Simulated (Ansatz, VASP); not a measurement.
## MoS2: VASP beside Ansatz

```
Mo S
1.0
     3.16900    0.00000    0.00000
    -1.58450    2.74443    0.00000
     0.00000    0.00000   12.32400
Mo S
2 4
Direct
  0.33333 0.66667 0.25000
  0.66667 0.33333 0.75000
  0.33333 0.66667 0.62300
  0.66667 0.33333 0.12300
  0.33333 0.66667 0.87700
  0.66667 0.33333 0.37700
```

Alike in both runs: task relaxation of cell and atoms; functional LDA; k mesh 12 × 12 × 3; no spin polarisation.

```csv
,VASP,Ansatz
version,VASP 6.6.1,Ansatz 0.2.0
potentials or method,"VASP PAW LDA potentials, release 64 (Mo_sv, S)","scalar-relativistic, plane waves, PAW"
plane-wave cutoff (eV),600,420
occupations,"gaussian, width 0.01 eV",fixed
valence electrons in the cell,52,52
```

```tsv
	VASP	Ansatz	Ansatz less VASP
gap on the k mesh at the Fermi level, each at its own relaxed structure (eV)	0.74	0.73	-0.008
relaxed volume (Å³/atom)	17.00	16.99	-0.008
relaxed cell length with the largest relative difference (Å)	3.124	3.122	-0.0014
```

LDA's correlation is that of Perdew and Zunger in VASP and of Perdew and Wang (1992) in Ansatz.
